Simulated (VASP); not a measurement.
# Ca in VASP: single point with PBE

Aim: the single point of Ca with PBE.

All numbers are computed with VASP 6.6.1; they aren't measurements. Logs are shortened: lines on timing, memory, paths and dates and some standing lists are left out, and cuts for length are marked.

### 1 The cell of the first run

The cell holds a slab with vacuum, 6 atoms: a = 6.767 Å, b = 5.525 Å, c = 26.178 Å, α = 90.00°, β = 90.00°, γ = 65.91°.

### 2 Single point, PBE

INCAR

```
SYSTEM = Ca
ALGO = Normal
DIPOL = 0.5 0.5 0.500
EDIFF = 1E-6
ENCUT = 520
GGA = PE
IDIPOL = 3
ISIF = 2
ISMEAR = -1
LASPH = .True.
LCHARG = .False.
LDIPOL = .True.
LREAL = .False.
LWAVE = .False.
NBANDS = 39
NELM = 80
PREC = Accurate
SIGMA = 0.1
```

KPOINTS

```
k-points
0
Gamma
  7 7 1
  0 0 0
```

POSCAR

```
Ca
1.0
    6.7672225418      0.0000000000      0.0000000000
    2.2557408473      5.0439898742      0.0000000000
    0.0000000000      0.0000000000     26.1776000000
Ca
6
Direct
    0.0000000000      0.7500000000      0.3820059759
    0.4000000000      0.0500000000      0.4292035856
    0.8000000000      0.3500000000      0.4764011952
    0.2000000000      0.6500000000      0.5235988048
    0.6000000000      0.9500000000      0.5707964144
    0.0000000000      0.2500000000      0.6179940241
```

Potentials or basis: VASP PAW PBE potentials, release 64 (Ca_sv).

Command:

```bash
$ cat potpaw_PBE.64/Ca_sv/POTCAR > POTCAR
$ mpirun -np 1 vasp_std > vasp.out
```

OUTCAR:

```text
SYSTEM = Ca
   EDIFF = 1E-6
   ENCUT = 520
   GGA = PE
   ISIF = 2
   ISMEAR = -1
   LASPH = .True.
   LREAL = .False.
   NELM = 80
   PREC = Accurate

 ion  position               nearest neighbor table
   1  0.000  0.750  0.382-
   2  0.400  0.050  0.429-
   3  0.800  0.350  0.476-
   4  0.200  0.650  0.524-
   5  0.600  0.950  0.571-
   6  0.000  0.250  0.618-

  LATTYP: Found a base centered orthorhombic cell.
 ALAT       =     5.5254140679
 B/A-ratio  =     2.2360679775
 C/A-ratio  =     4.7376720873

  Lattice vectors:

 A1 = (  -6.7672225418,   0.0000000000,   0.0000000000)
 A2 = (   4.5114816945,  -5.0439898742,   0.0000000000)
 A3 = (   0.0000000000,   0.0000000000,  26.1776000000)

Analysis of symmetry for initial positions (statically):
=====================================================================
 Subroutine PRICEL returns:
 Original cell was already a primitive cell.

 Routine SETGRP: Setting up the symmetry group for a
 base centered orthorhombic supercell.

 Subroutine GETGRP returns: Found  4 space group operations
 (whereof  2 operations were pure point group operations)
 out of a pool of  8 trial point group operations.

The static configuration has the point symmetry S_2 .
 The point group associated with its full space group is C_2h.

Analysis of symmetry for dynamics (positions and initial velocities):
=====================================================================
 Subroutine PRICEL returns:
 Original cell was already a primitive cell.

 Routine SETGRP: Setting up the symmetry group for a
 base centered orthorhombic supercell.

 Subroutine GETGRP returns: Found  4 space group operations
 (whereof  2 operations were pure point group operations)
 out of a pool of  8 trial point group operations.

The dynamic configuration has the point symmetry S_2 .
 The point group associated with its full space group is C_2h.

 Subroutine INISYM returns: Found  4 space group operations
 (whereof  2 operations are pure point group operations),
 and found     1 'primitive' translations

----------------------------------------------------------------------------------------

[... 94 lines left out ...]
   NSW    =      0    number of steps for IOM
   IBRION =     -1    ionic relax: 0-MD 1-quasi-New 2-CG
   NFREE  =      0    steps in history (QN), initial steepest desc. (CG)
   ISIF   =      2    stress and relaxation
   ISYM   =      2    0-nonsym 1-usesym 2-fastsym
   POTIM  = 0.5000    time-step for ionic-motion
   TEBEG  =    0.0;   TEEND  =   0.0 temperature during run
   PSTRESS=    0.0 pullay stress
   NELECT =      60.0000    total number of electrons
   NUPDOWN=      -1.0000    fix difference up-down
   EMIN   =  10.00;   EMAX   =-10.00  energy-range for DOS
   EFERMI =   0.00;   METHOD = LEGACY
   ISMEAR =    -1;   SIGMA  =   0.10  broadening in eV -4-tet -1-fermi 0-gaus
   EFERMI_NEDOS =   21; number of points for ismear=-14 and -15
   IALGO  =     38    algorithm
   IMIX   =      4    mixing-type and parameters
     AMIX     =   0.40;   BMIX     =  1.00
     AMIX_MAG =   1.60;   BMIX_MAG =  1.00
  volume/ion in A,a.u.               =     148.92      1004.99
  Fermi-wavevector in a.u.,A,eV,Ry     =   0.665407  1.257436  6.024196  0.442766
  Thomas-Fermi vector in A             =   1.739392
   LORBIT       =      0    0 simple, 1 ext, 2 COOP (PROOUT), +10 PAW based schemes
   GGA     = PE    functional components
   LHFCALC =     F    Hartree Fock is set to
   AEXX    =    0.0000 exact exchange contribution
   IVDW    =     0    specifies the selected vdW correction
   LEPSILON=     F    determine dielectric tensor
   LRPA    =     F    only Hartree local field effects (RPA)
 non-spin polarized calculation
  energy-cutoff  :      520.00
  volume of cell :      893.54
 maximum number of plane-waves:     24109
   NGX = 25   NGY = 21   NGZ = 97

 dipolmoment           0.000000      0.000000      0.000000 electrons x Angstroem

 number of electron      60.0000001 magnetization

 dipolmoment           0.000000      0.000000     -0.000000 electrons x Angstroem

 Free energy of the ion-electron system (eV)
  ---------------------------------------------------
  ext. energy  EPLUGINS =         0.00000000
  ---------------------------------------------------
  free energy    TOTEN  =        -9.35901411 eV

  energy without entropy =       -9.10044467  energy(sigma->0) =       -9.22972939

 E-fermi :  -1.2801     XC(G=0):  -2.9738

 val. band max:       -1.2851116237   @ k =   0.2857   0.0000   0.0000
 cond. band min:      -1.2700996082   @ k =   0.4286   0.2857   0.0000
 fundamental gap:      0.0150120156
 Fermi energy:        -1.2800792261

 k-point     1 :       0.0000    0.0000    0.0000
  band No.  band energies     occupation
      1     -44.2505      2.00000
      2     -44.2505      2.00000
      3     -43.6784      2.00000
      4     -43.6762      2.00000
      5     -43.3058      2.00000
      6     -43.2992      2.00000
[... 661 lines left out ...]
     38      -0.1097      0.00002
     39       0.0702      0.00000

------------------------ aborting loop because EDIFF is reached ----------------------------------------

 vacuum level on the upper side and lower side of the slab       (xc-potential included)        -0.126        -0.126

  FORCE on cell =-STRESS in cart. coord.  units (eV):
  Direction    XX          YY          ZZ          XY          YZ          ZX
  --------------------------------------------------------------------------------------
  -------------------------------------------------------------------------------------
  Total       -0.9554761     -1.9842518     -1.0071930     -0.5751031      0.1540597     -0.3444879
  in kB       -1.7132309     -3.5578930     -1.8059628     -1.0311974      0.2762390     -0.6176893
  external PRESSURE =      -2.3590289 kB  Pullay stress =       0.0000000 kB

 VOLUME and BASIS-vectors are now :
 -----------------------------------------------------------------------------
  energy-cutoff  :      520.00
  volume of cell :      893.54
      direct lattice vectors                 reciprocal lattice vectors
     6.767222542  0.000000000  0.000000000     0.147771112 -0.066085250  0.000000000
     2.255740847  5.043989874  0.000000000     0.000000000  0.198255751  0.000000000
     0.000000000  0.000000000 26.177600000     0.000000000  0.000000000  0.038200599

 POSITION                                       TOTAL-FORCE (eV/Angst)
 -----------------------------------------------------------------------------------
      1.69181      3.78299     10.00000         0.038371     -0.017160      0.100326
      2.81968      0.25220     11.23552         0.012816     -0.005732      0.090803
      6.20329      1.76540     12.47104         0.048559     -0.021716      0.004055
      2.81968      3.27859     13.70656        -0.048559      0.021716     -0.004055
      6.20329      4.79179     14.94208        -0.012816      0.005732     -0.090803
      0.56394      1.26100     16.17760        -0.038371      0.017160     -0.100326
 -----------------------------------------------------------------------------------
    total drift:                                0.000000      0.000000     -0.000000

  FREE ENERGIE OF THE ION-ELECTRON SYSTEM (eV)
  ---------------------------------------------------
  free  energy   TOTEN  =        -9.3590141143 eV

  energy  without entropy=       -9.1004446656  energy(sigma->0) =       -9.22972939

 vacuum level on the upper side and lower side of the slab         1.278         1.278
```

OSZICAR:

```text
N       E                     dE             d eps       ncg     rms          rms(c)
DAV:   1     0.385839613311E+03    0.38584E+03   -0.28535E+04  1888   0.114E+03
DAV:   2     0.215617412589E+02   -0.36428E+03   -0.35964E+03  1432   0.327E+02
DAV:   3    -0.618633923764E+01   -0.27748E+02   -0.27369E+02  1935   0.520E+01
[... 13 lines left out ...]
DAV:  17    -0.935898471624E+01   -0.75115E-04   -0.12961E-05  1136   0.641E-03    0.115E-03
DAV:  18    -0.935900279574E+01   -0.18080E-04   -0.26151E-06  1240   0.337E-03    0.655E-04
DAV:  19    -0.935901091661E+01   -0.81209E-05   -0.82065E-07  1144   0.166E-03    0.314E-04
DAV:  20    -0.935901320947E+01   -0.22929E-05   -0.29123E-07  1024   0.982E-04    0.131E-04
DAV:  21    -0.935901411427E+01   -0.90480E-06   -0.24645E-07  1024   0.662E-04
   1 F= -.93590141E+01 E0= -.92297294E+01  d E =-.258569E+00
```

stdout:

```text
POSCAR found type information on POSCAR Ca
 POSCAR found :  1 types and       6 ions
 scaLAPACK will be used
 LDA part: xc-table for (Slater+PW92), standard interpolation
 POSCAR, INCAR and KPOINTS ok, starting setup
 FFT: planning ... GRIDC
 FFT: planning ... GRID_SOFT
 FFT: planning ... GRID
 WAVECAR not read
 entering main loop
```

It took 13 min on 1 thread of Intel Xeon Platinum 8488C (Sapphire Rapids), shared host; peak memory 1 GiB.

Results:

```yaml
Free_energy: -9.3590 eV
Largest_force: 0.109 eV/Å
Band_gap_on_the_k_mesh: zero (bands 30 and 31 overlap by 0.21 eV)
```

Forces in eV/Å, atoms in the order of the input:
```
Ca   0.038 -0.017  0.100
Ca   0.013 -0.006  0.091
Ca   0.049 -0.022  0.004
Ca  -0.049  0.022 -0.004
Ca  -0.013  0.006 -0.091
Ca  -0.038  0.017 -0.100
```

Levels at points of the mesh, in eV from the Fermi level:
| k point | band 27 | band 28 | band 29 | band 30 | band 31 | band 32 | band 33 | band 34 |
| --- | --- | --- | --- | --- | --- | --- | --- | --- |
| (0.00, 0.00, 0.00) | -0.96 | -0.38 | -0.08 | 0.20 | 0.32 | 0.48 | 0.54 | 0.59 |
